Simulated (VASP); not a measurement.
A run of VASP 6.6.1 is set up as follows.

Contents of INCAR:

```
ALGO = Normal ; DIPOL = 0.5 0.5 0.317
EDIFF = 1E-7 ; ENCUT = 520
IDIPOL = 3 ; ISIF = 2
ISMEAR = 0 ; LASPH = True
LCHARG = True ; LDIPOL = True
LELF = True ; LREAL = False
LVACPOTAV = True ; LVHAR = True
LWAVE = False ; NBANDS = 84
NELM = 100 ; PREC = Accurate
SIGMA = 0.1
```

Contents of KPOINTS:

```
k-points
0
Gamma
  6 6 1
```

File POSCAR:

```
Cu
1.0
    4.9751540563      0.0000000000      0.0000000000
    0.0000000000      4.9751540563      0.0000000000
    0.0000000000      0.0000000000     18.9178854445
Cu
13
Direct
    0.2500000000      0.2500000000      0.2114401217
    0.2500000000      0.7500000000      0.2114401217
    0.7500000000      0.2500000000      0.2114401217
    0.7500000000      0.7500000000      0.2114401217
    0.0000000000      0.0000000000      0.3017752139
    0.0000000000      0.5000000000      0.3017752139
    0.5000000000      0.0000000000      0.3017752139
    0.5000000000      0.5000000000      0.3017752139
    0.2500000000      0.2500000000      0.3921096502
    0.2500000000      0.7500000000      0.3921096502
    0.7500000000      0.2500000000      0.3921096502
    0.7500000000      0.7500000000      0.3921096502
    0.2500000000      0.3333333333      0.5036473572
```

Potentials or basis: VASP PAW LDA potentials, release 64 (Cu).

Launch:

```bash
$ cat potpaw_LDA.64/Cu/POTCAR > POTCAR
$ mpirun -np 1 vasp_std > vasp.out
```

Problem. Estimate the band gap on the k mesh.

Solution. Zero (an odd number of electrons rules out a gap without spin polarisation).

Problem. Predict the largest force.

Solution. 0.833 eV/Å.

Forces in eV/Å, atoms in the order of the input:
```
Cu   0.000  0.025 -0.030
Cu   0.000 -0.025 -0.051
Cu   0.000  0.023 -0.055
Cu   0.000 -0.023 -0.087
Cu   0.047  0.011 -0.072
Cu  -0.015 -0.015 -0.151
Cu  -0.047  0.011 -0.072
Cu   0.015 -0.015 -0.151
Cu   0.000 -0.257 -0.793
Cu   0.000 -0.205  0.678
Cu   0.000  0.051  0.577
Cu   0.000 -0.037  0.156
Cu   0.000  0.455  0.052
```
